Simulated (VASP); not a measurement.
**TiC: single point with PBEsol**

TiC:

```
Ti C
1.0
     0.00000    2.06922    2.06922
     2.06922    0.00000    2.06922
     2.06922    2.06922    0.00000
Ti C
1 1
Cartesian
  0.0000 0.0000 0.0000
  2.0692 2.0692 2.0692
```

| Quantity | Value |
| --- | --- |
| Program | VASP 6.6.1 |
| Task | single point |
| Functional | PBEsol |
| Potentials or basis | VASP PAW PBE potentials, release 64 (Ti_sv, C) |
| Cutoff | 600 eV |
| k mesh | 11 × 11 × 11 |
| Occupations | fermi-dirac, width 0.15 eV |
| Spin | no spin polarisation |

- Pressure: 36.7 GPa
- Band gap on the k mesh: zero (band 8 reaches 11.68 eV, above the bottom of band 9 at 10.56 eV)

Levels at points of the mesh, in eV from the Fermi level:
```tsv
k point	band 4	band 5	band 6	band 7	band 8	band 9	band 10	band 11	band 12	band 13
(0.00, 0.00, 0.00)	-31.98	-13.00	0.69	0.69	0.69	1.88	1.88	1.88	2.02	2.02
```

Run time: 16 s on 1 thread of Intel(R) Xeon(R) Platinum 8488C (Sapphire Rapids), with other jobs on the host, peak memory 0.14 GiB.

Caveat: the PAW data sets were made with another functional, which shifts forces and pressure a little.
